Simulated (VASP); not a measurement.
The system is Lu.

```xyz
2
Lattice="3.4700 0.0000 0.0000 -1.7350 3.0051 0.0000 0.0000 0.0000 5.6665" Properties=species:S:1:pos:R:3 pbc="T T T"
Lu    0.0000    2.0034    1.4166
Lu    1.7350    1.0017    4.2499
```

| Item | Value |
| --- | --- |
| Program | VASP 6.6.1 |
| Task | relaxation of cell and atoms |
| Functional | r2SCAN |
| Potentials or basis | VASP PAW PBE potentials, release 64 (Lu) |
| Cutoff | 600 eV |
| k mesh | 7 × 7 × 4 |
| Occupations | methfessel-paxton, width 0.1 eV |
| Spin | no spin polarisation |

At the start: pressure -0.5 GPa; volume 29.54 Å³/atom.

Problem. Where does the relaxation end?

Solution. Over 4 steps the energy falls by 13.1 meV/atom and the volume is 28.93 Å³/atom (-2.1 %); space group P6_3/mmc (No. 194, to 0.1 Å) before and after.

Step by step:
| step | energy change (eV) | largest force (eV/Å) | pressure (GPa) | volume (Å³) |
| --- | --- | --- | --- | --- |
| 1 | 0.0000 | 0.0000 | -0.50 | 59.09 |
| 2 | -0.0230 | 0.0000 | -0.18 | 58.28 |
| 3 | -0.0262 | 0.0000 | 0.22 | 57.83 |
| 4 | -0.0262 | 0.0000 | 0.11 | 57.86 |

Final structure:
```cif
data_structure
_symmetry_space_group_name_H-M 'P 1'
_symmetry_Int_Tables_number 1
_cell_length_a 3.5007
_cell_length_b 3.5007
_cell_length_c 5.4522
_cell_angle_alpha 90.000
_cell_angle_beta 90.000
_cell_angle_gamma 120.000
_cell_volume 57.86
loop_
_atom_site_label
_atom_site_type_symbol
_atom_site_fract_x
_atom_site_fract_y
_atom_site_fract_z
_atom_site_occupancy
Lu1 Lu 0.33333 0.66667 0.25000 1
Lu2 Lu 0.66667 0.33333 0.75000 1
```

Caveat: the PAW data sets were made with another functional, which shifts forces and pressure a little.
